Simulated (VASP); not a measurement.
# KCl (Fm-3m) in VASP: notebook

Runs on KCl. Level: r2SCAN. Tasks: relaxation of cell and atoms.

Program: VASP 6.6.1. These are calculated values, not measurements. Logs are shortened: lines on timing, memory, paths and dates and some standing lists are left out, and cuts for length are marked.

**1. The cell of the first run**

Symmetry: Fm-3m, No. 225, cubic system. The conventional cell has a = 6.293 Å, b = 6.293 Å, c = 6.293 Å, α = 90.00°, β = 90.00°, γ = 90.00°. K (site symmetry m-3m) has 6 Cl at 3.15 Å within 4.1 Å. Cl (site symmetry m-3m) has 6 K at 3.15 Å within 4.1 Å.

**2. Relaxation of cell and atoms, r2SCAN, target pressure 10 GPa, at which the enthalpy is minimised**

Input file POSCAR:

```
KCl
1.0
    3.1464700000      3.1464700000      0.0000000000
   -3.1464700000      3.1464700000      0.0000000000
    0.0000000000      3.1464700000      3.1464700000
K Cl
1 1
Direct
    0.0000000000      0.0000000000      0.0000000000
    0.5000000000      0.5000000000      0.0000000000
```

Input file INCAR.step1:

```
PREC = Accurate
ENCUT = 600
ISMEAR = 0
SIGMA = 0.01
LREAL = F
LASPH = T
NELM = 80
GGA = PE
ALGO = Normal
EDIFF = 1E-4
LWAVE = T
LCHARG = F
```

Input file INCAR.step2:

```
PREC = Accurate
ENCUT = 600
EDIFF = 1E-7
ISMEAR = 0
SIGMA = 0.01
LREAL = F
LASPH = T
NELM = 80
ALGO = Normal
ISIF = 3
LWAVE = F
LCHARG = F
METAGGA = R2SCAN
LMIXTAU = T
IBRION = 2
NSW = 100
EDIFFG = -0.002
PSTRESS = 100.0
ISTART = 1
```

Input file KPOINTS:

```
Automatic mesh
0
Gamma
  6 6 6
```

Potentials or basis: VASP PAW PBE potentials, release 64 (K_sv, Cl).

On the command line:

```bash
$ cat potpaw_PBE.64/K_sv/POTCAR potpaw_PBE.64/Cl/POTCAR > POTCAR
$ cp INCAR.step1 INCAR
$ mpirun -np 1 vasp_std > vasp.out
$ cp INCAR.step2 INCAR
$ mpirun -np 1 vasp_std > vasp.out
```

OUTCAR:

```text
PREC = Accurate
   ENCUT = 600
   EDIFF = 1E-7
   ISMEAR = 0
   LREAL = F
   LASPH = T
   NELM = 80
   ISIF = 3
   METAGGA = R2SCAN
   IBRION = 2
   NSW = 100
   EDIFFG = -0.002
   PSTRESS = 100.0
   ISTART = 1

 ion  position               nearest neighbor table
   1  0.000  0.000  0.000-   2 3.15   2 3.15   2 3.15   2 3.15   2 3.15   2 3.15
   2  0.500  0.500  0.000-   1 3.15   1 3.15   1 3.15   1 3.15   1 3.15   1 3.15

  LATTYP: Found a face centered cubic cell.
 ALAT       =     6.2929400000

  Lattice vectors:

 A1 = (   0.0000000000,   3.1464700000,   3.1464700000)
 A2 = (   3.1464700000,   0.0000000000,   3.1464700000)
 A3 = (   3.1464700000,   3.1464700000,   0.0000000000)

Analysis of symmetry for initial positions (statically):
=====================================================================
 Subroutine PRICEL returns:
 Original cell was already a primitive cell.

 Routine SETGRP: Setting up the symmetry group for a
 face centered cubic supercell.

 Subroutine GETGRP returns: Found 48 space group operations
 (whereof 48 operations were pure point group operations)
 out of a pool of 48 trial point group operations.

The static configuration has the point symmetry O_h .

Analysis of symmetry for dynamics (positions and initial velocities):
=====================================================================
 Subroutine PRICEL returns:
 Original cell was already a primitive cell.

 Routine SETGRP: Setting up the symmetry group for a
 face centered cubic supercell.

 Subroutine GETGRP returns: Found 48 space group operations
 (whereof 48 operations were pure point group operations)
 out of a pool of 48 trial point group operations.

The dynamic configuration has the point symmetry O_h .

 Subroutine INISYM returns: Found 48 space group operations
 (whereof 48 operations are pure point group operations),
 and found     1 'primitive' translations

----------------------------------------------------------------------------------------

                                     Primitive cell

  volume of cell :      62.3018

  direct lattice vectors                    reciprocal lattice vectors
     3.146470000  3.146470000  0.000000000     0.158908237  0.158908237 -0.158908237
    -3.146470000  3.146470000  0.000000000    -0.158908237  0.158908237 -0.158908237
     0.000000000  3.146470000  3.146470000     0.000000000  0.000000000  0.317816474

  length of vectors
     4.449780548  4.449780548  4.449780548     0.275237140  0.275237140  0.317816474

  position of ions in fractional coordinates (direct lattice)
     0.000000000  0.000000000  0.000000000
     0.500000000  0.500000000  0.000000000

  ion indices of the primitive-cell ions
   primitive index   ion index
                 1           1
                 2           2

----------------------------------------------------------------------------------------

 KPOINTS: Automatic mesh

Automatic generation of k-mesh.
 Grid dimensions read from file:
 generate k-points for:    6    6    6

 Generating k-lattice:

  Cartesian coordinates                     Fractional coordinates (reciprocal lattice)
     0.026484706  0.026484706 -0.026484706     0.166666667  0.000000000  0.000000000
    -0.026484706  0.026484706 -0.026484706     0.000000000  0.166666667  0.000000000
     0.000000000  0.000000000  0.052969412     0.000000000  0.000000000  0.166666667

  Length of vectors
     0.045872857  0.045872857  0.052969412

  Shift w.r.t. Gamma in fractional coordinates (k-lattice)
     0.000000000  0.000000000  0.000000000

 Subroutine IBZKPT returns following result:
 ===========================================

 Found     16 irreducible k-points:

 Following reciprocal coordinates:
            Coordinates               Weight
  0.000000  0.000000  0.000000      1.000000
  0.166667  0.000000  0.000000      8.000000
  0.333333  0.000000  0.000000      8.000000
  0.500000  0.000000  0.000000      4.000000
  0.166667  0.166667  0.000000     12.000000
  0.333333  0.166667  0.000000     24.000000
[... 8 lines left out ...]
  0.500000  0.333333  0.166667     24.000000
  0.500000  0.500000  0.166667     12.000000
   k-points           NKPTS =     16   k-points in BZ     NKDIM =     16   number of bands    NBANDS=     12
   number of dos      NEDOS =    301   number of ions     NIONS =      2
   total plane-waves  NPLWV =  46656
   dimension x,y,z NGX =    36 NGY =   36 NGZ =   36
   dimension x,y,z NGXF=    72 NGYF=   72 NGZF=   72
   ions per type =               1   1
   NGX,Y,Z   is equivalent  to a cutoff of  13.45, 13.45, 13.45 a.u.
   NGXF,Y,Z  is equivalent  to a cutoff of  26.90, 26.90, 26.90 a.u.
 SYSTEM =  unknown system
   PREC   = accura    normal or accurate (medium, high low for compatibility)
   ISTART =      1    job   : 0-new  1-cont  2-samecut
   ICHARG =      0    charge: 1-file 2-atom 10-const
   ISPIN  =      1    spin polarized calculation?
   LNONCOLLINEAR =      F non collinear calculations
   LSORBIT =      F    spin-orbit coupling
   LASPH  =      T    aspherical Exc in radial PAW
   ENCUT  =  600.0 eV  44.10 Ry    6.64 a.u.   8.89  8.89  8.89*2*pi/ulx,y,z
   NELM   =     80;   NELMIN=  2; NELMDL=  0     # of ELM steps
   EDIFF  = 0.1E-06   stopping-criterion for ELM
   LREAL  =      F    real-space projection
   EDIFFG = -.2E-02   stopping-criterion for IOM
   NSW    =    100    number of steps for IOM
   IBRION =      2    ionic relax: 0-MD 1-quasi-New 2-CG
   NFREE  =      1    steps in history (QN), initial steepest desc. (CG)
   ISIF   =      3    stress and relaxation
   ISYM   =      2    0-nonsym 1-usesym 2-fastsym
   POTIM  = 0.5000    time-step for ionic-motion
   TEBEG  =    0.0;   TEEND  =   0.0 temperature during run
   PSTRESS=  100.0 pullay stress
   NELECT =      16.0000    total number of electrons
   NUPDOWN=      -1.0000    fix difference up-down
   EMIN   =  10.00;   EMAX   =-10.00  energy-range for DOS
   EFERMI =   0.00;   METHOD = LEGACY
   ISMEAR =     0;   SIGMA  =   0.01  broadening in eV -4-tet -1-fermi 0-gaus
   EFERMI_NEDOS =   21; number of points for ismear=-14 and -15
   IALGO  =     38    algorithm
   IMIX   =      4    mixing-type and parameters
     AMIX     =   0.40;   BMIX     =  1.00
     AMIX_MAG =   1.60;   BMIX_MAG =  1.00
  volume/ion in A,a.u.               =      31.15       210.22
  Fermi-wavevector in a.u.,A,eV,Ry     =   1.040594  1.966437 14.732871  1.082835
  Thomas-Fermi vector in A             =   2.175177
   LORBIT       =      0    0 simple, 1 ext, 2 COOP (PROOUT), +10 PAW based schemes
   METAGGA = R2SCAN    functional components
   LHFCALC =     F    Hartree Fock is set to
   AEXX    =    0.0000 exact exchange contribution
   IVDW    =     0    specifies the selected vdW correction
   LEPSILON=     F    determine dielectric tensor
   LRPA    =     F    only Hartree local field effects (RPA)
 conjugate gradient relaxation of ions
 non-spin polarized calculation
 Gauss-broadening in eV      SIGMA  =   0.01
  energy-cutoff  :      600.00
  volume of cell :       62.30
 maximum number of plane-waves:      2092
   NGX = 17   NGY = 17   NGZ = 17

--------------------------------------- Ionic step        1  -------------------------------------------

 number of electron      16.0000001 magnetization

 Free energy of the ion-electron system (eV)
  ---------------------------------------------------
  ext. energy  EPLUGINS =         0.00000000
  ---------------------------------------------------
  free energy    TOTEN  =       -16.50775062 eV

  energy without entropy =      -16.50775062  energy(sigma->0) =      -16.50775062

------------------------ aborting loop because EDIFF is reached ----------------------------------------

  FORCE on cell =-STRESS in cart. coord.  units (eV):
  Direction    XX          YY          ZZ          XY          YZ          ZX
  --------------------------------------------------------------------------------------
  -------------------------------------------------------------------------------------
  Total        0.0070098      0.0070098      0.0070098      0.0000000      0.0000000     -0.0000000
  in kB        0.1802660      0.1802660      0.1802660      0.0000000      0.0000000     -0.0000000
  external PRESSURE =     -99.8197340 kB  Pullay stress =     100.0000000 kB
[... 93 lines left out ...]
  FREE ENERGIE OF THE ION-ELECTRON SYSTEM (eV)
  ---------------------------------------------------
  free  energy   TOTEN  =       -16.1542801860 eV

  energy  without entropy=      -16.1542801860  energy(sigma->0) =      -16.15428019

  enthalpy is  TOTEN    =       -13.1780638335 eV   P V=        2.9762163525

[... ionic steps 4 to 13 ...]

--------------------------------------- Ionic step       14  -------------------------------------------

 number of electron      15.9999999 magnetization

------------------------ aborting loop because EDIFF is reached ----------------------------------------

  FORCE on cell =-STRESS in cart. coord.  units (eV):
  Direction    XX          YY          ZZ          XY          YZ          ZX
  --------------------------------------------------------------------------------------
  -------------------------------------------------------------------------------------
  Total        2.9497435      2.9497435      2.9497435     -0.0000000      0.0000000     -0.0000000
  in kB       98.8520987     98.8520987     98.8520987     -0.0000000      0.0000000     -0.0000000
  external PRESSURE =      -1.1479013 kB  Pullay stress =     100.0000000 kB
[... 61 lines left out ...]
  enthalpy is  TOTEN    =       -13.1780660930 eV   P V=        2.9768356580

--------------------------------------- Ionic step       16  -------------------------------------------

 number of electron      15.9999999 magnetization

 Free energy of the ion-electron system (eV)
  ---------------------------------------------------
  ext. energy  EPLUGINS =         0.00000000
  ---------------------------------------------------
  free energy    TOTEN  =       -16.15651657 eV

  energy without entropy =      -16.15651657  energy(sigma->0) =      -16.15651657

 E-fermi :  -0.8840     XC(G=0):  -9.2050

 val. band max:       -0.9512733716   @ k =   0.0000   0.0000   0.0000
 cond. band min:       5.6563812730   @ k =   0.5000   0.5000   0.0000
 fundamental gap:      6.6076546446
 Fermi energy:        -0.8839737075

 k-point     1 :       0.0000    0.0000    0.0000
  band No.  band energies     occupation
      1     -28.6913      2.00000
      2     -14.0100      2.00000
      3     -11.3798      2.00000
      4     -11.3798      2.00000
      5     -11.3798      2.00000
      6      -0.9513      2.00000
      7      -0.9513      2.00000
      8      -0.9513      2.00000
      9       6.0076      0.00000
     10       8.0385      0.00000
     11       8.0385      0.00000
     12       8.0385      0.00000
[... 252 lines left out ...]
  FREE ENERGIE OF THE ION-ELECTRON SYSTEM (eV)
  ---------------------------------------------------
  free  energy   TOTEN  =       -16.1565165679 eV

  energy  without entropy=      -16.1565165679  energy(sigma->0) =      -16.15651657

  enthalpy is  TOTEN    =       -13.1780680683 eV   P V=        2.9784484996

 reached required accuracy - stopping structural energy minimisation
```

Wall time 14 min (1 thread of AMD EPYC 7R43 (Zen 3), shared host); peak memory 0.2 GiB.

Results:

```
Free energy                                                : -16.1565 eV
Relaxed volume                                             : 23.86 Å³/atom
Relaxed cell                                               : a = 4.071 Å, b = 4.071 Å, c = 4.071 Å, α = 60.00°, β = 60.00°, γ = 90.00°
Space group after relaxing (to 0.1 Å)                      : Fm-3m (No. 225)
Energy change on relaxing (the run minimises the enthalpy) : +175.6 meV/atom
Ionic steps                                                : 16
Pressure after relaxing                                    : 10.0 GPa
Band gap on the k mesh                                     : 6.61 eV (least direct gap 6.87 eV)
```

Step by step:
| step | energy change (eV) | largest force (eV/Å) | pressure (GPa) | volume (Å³) |
| --- | --- | --- | --- | --- |
| 1 | 0.0000 | 0.0000 | 0.02 | 62.30 |
| 2 | 0.4418 | 0.0000 | 11.85 | 46.39 |
| 3 | 0.3535 | 0.0000 | 10.04 | 47.68 |
| 4 | 0.3370 | 0.0000 | 9.70 | 47.95 |
| 5 | 0.3374 | 0.0000 | 9.71 | 47.94 |
| 6 | 0.3387 | 0.0000 | 9.74 | 47.92 |
| 7 | 0.3387 | 0.0000 | 9.73 | 47.92 |
| 8 | 0.3388 | 0.0000 | 9.74 | 47.92 |
| 9 | 0.3389 | 0.0000 | 9.73 | 47.92 |
| 10 | 0.3391 | 0.0000 | 9.74 | 47.92 |
| 11 | 0.3396 | 0.0000 | 9.75 | 47.91 |
| 12 | 0.3404 | 0.0000 | 9.77 | 47.90 |
| 13 | 0.3422 | 0.0000 | 9.81 | 47.87 |
| 14 | 0.3457 | 0.0000 | 9.89 | 47.81 |
| 15 | 0.3528 | 0.0000 | 10.03 | 47.69 |
| 16 | 0.3512 | 0.0000 | 10.00 | 47.72 |

Final structure:
```yaml
crystal:
  lattice:
    - [2.87888, 2.87888, 0.00000]
    - [-2.87888, 2.87888, 0.00000]
    - [0.00000, 2.87888, 2.87888]
  atoms:
    - { symbol: K, position: [0.00000, 0.00000, 0.00000] }
    - { symbol: Cl, position: [0.50000, 0.50000, 0.00000] }
```

Caveat: the cell is relaxed towards a set pressure, so the run minimises the enthalpy, not the energy; the volume moved by over 15 % at a fixed basis, so the end points are rough; the PAW data sets were made with another functional, which shifts forces and pressure a little. A k mesh can miss the band edges.

**3. Relaxation of cell and atoms, r2SCAN, target pressure 15 GPa, at which the enthalpy is minimised**

POSCAR is that of step 2.

Input file INCAR.step1:

```
ALGO = Normal
EDIFF = 1E-4
ENCUT = 600
GGA = PE
ISMEAR = 0
LASPH = T
LCHARG = F
LREAL = F
LWAVE = T
NELM = 60
PREC = Accurate
SIGMA = 0.01
```

Input file INCAR.step2:

```
ALGO = Normal
EDIFF = 1E-7
EDIFFG = -0.002
ENCUT = 600
IBRION = 2
ISIF = 3
ISMEAR = 0
ISTART = 1
LASPH = T
LCHARG = F
LMIXTAU = T
LREAL = F
LWAVE = F
METAGGA = R2SCAN
NELM = 60
NSW = 100
PREC = Accurate
PSTRESS = 150.0
SIGMA = 0.01
```

Input file KPOINTS:

```
k-points
0
Gamma
  6 6 6
```

Potentials or basis: VASP PAW PBE potentials, release 64 (K_sv, Cl).

On the command line:

```bash
$ cat potpaw_PBE.64/K_sv/POTCAR potpaw_PBE.64/Cl/POTCAR > POTCAR
$ cp INCAR.step1 INCAR
$ mpirun -np 1 vasp_std > vasp.out
$ cp INCAR.step2 INCAR
$ mpirun -np 1 vasp_std > vasp.out
```

Wall time 11 min (1 thread of AMD EPYC 7R43 (Zen 3), shared host); peak memory 0.21 GiB.

It converged, with:

- Free energy: -15.9069 eV
- Relaxed volume: 22.24 Å³/atom
- Relaxed cell: a = 3.977 Å, b = 3.977 Å, c = 3.977 Å, α = 60.00°, β = 60.00°, γ = 90.00°
- Space group after relaxing (to 0.1 Å): Fm-3m (No. 225)
- Energy change on relaxing (the run minimises the enthalpy): +300.4 meV/atom
- Ionic steps: 6
- Pressure after relaxing: 15.0 GPa
- Band gap on the k mesh: 6.42 eV (least direct gap 6.68 eV)

Step by step:
| step | energy change (eV) | largest force (eV/Å) | pressure (GPa) | volume (Å³) |
| --- | --- | --- | --- | --- |
| 1 | 0.0000 | 0.0000 | 0.02 | 62.30 |
| 2 | 1.2295 | 0.0000 | 26.95 | 39.55 |
| 3 | 0.5945 | 0.0000 | 14.88 | 44.55 |
| 4 | 0.6244 | 0.0000 | 15.46 | 44.24 |
| 5 | 0.5875 | 0.0000 | 14.74 | 44.63 |
| 6 | 0.6008 | 0.0000 | 15.00 | 44.48 |

Final structure:
```xyz
2
Lattice="2.8123 2.8123 0.0000 -2.8123 2.8123 0.0000 0.0000 2.8123 2.8123" Properties=species:S:1:pos:R:3 pbc="T T T"
K     0.0000    0.0000    0.0000
Cl    0.0000    2.8123    0.0000
```

Levels at points of the mesh, in eV from the valence-band top:
| k point | band 6 | band 7 | band 8 | band 9 | band 10 | band 11 |
| --- | --- | --- | --- | --- | --- | --- |
| (0.00, 0.00, 0.00) | 0.00 | 0.00 | 0.00 | 7.32 | 8.92 | 8.92 |
| (0.50, 0.00, 0.00) | -1.80 | -0.73 | -0.73 | 9.08 | 10.49 | 12.32 |
| (0.50, 0.50, 0.00) | -0.81 | -0.26 | -0.26 | 6.42 | 10.95 | 11.54 |

Caveat: the cell is relaxed towards a set pressure, so the run minimises the enthalpy, not the energy; the volume moved by over 15 % at a fixed basis, so the end points are rough; the PAW data sets were made with another functional, which shifts forces and pressure a little. A k mesh can miss the band edges.
